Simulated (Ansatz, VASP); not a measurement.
Two plane-wave programs on CoO

```
Co O
1.0
    -1.49885    1.49885    2.26537
     1.49885   -1.49885    2.26537
     1.49885    1.49885   -2.26537
Co O
1 1
Cartesian
  0.0000 0.0000 0.0000
  0.0000 0.0000 2.2654
```

Alike in both runs: functional PBE; k mesh 20 × 20 × 20; occupations gaussian, width 0.1 eV; collinear spin; Hubbard terms Co d U = 3.32 eV.

Ansatz relaxed the structure, and its values are those at the end. VASP's run is a single point on that final structure, the one shown.

```csv
,VASP,Ansatz
version,VASP 6.6.1,Ansatz 0.2.0
potentials or method,"VASP PAW PBE potentials, release 64 (Co, O), cutoff 520 eV","scalar-relativistic, plane waves, PAW"
valence electrons in the cell,15,23
```

VASP gave:

- gap on the k mesh at the Fermi level (eV): 0.12
- least direct gap on the mesh (eV): 1.04
- pressure (GPa): -3.3
- net moment per atom (μB): 1.50
- size of the moment on the site where the two differ most (μB): 2.73

Question: Which values does Ansatz return?

Answer: gap on the k mesh at the Fermi level (eV): 0.14; least direct gap on the mesh (eV): 1.39; pressure (GPa): 0.0; net moment per atom (μB): 1.50; size of the moment on the site where the two differ most (μB): 2.58.

Site moments also hang on the region over which each program counts them. The programs project onto different local orbitals, so the same U acts differently, and such runs can settle in different states. VASP's potentials hold 15 valence electrons a cell and Ansatz's 23, so a difference there can come from the potentials and not from the codes. Ansatz's warnings: filled band counts differ across k points.
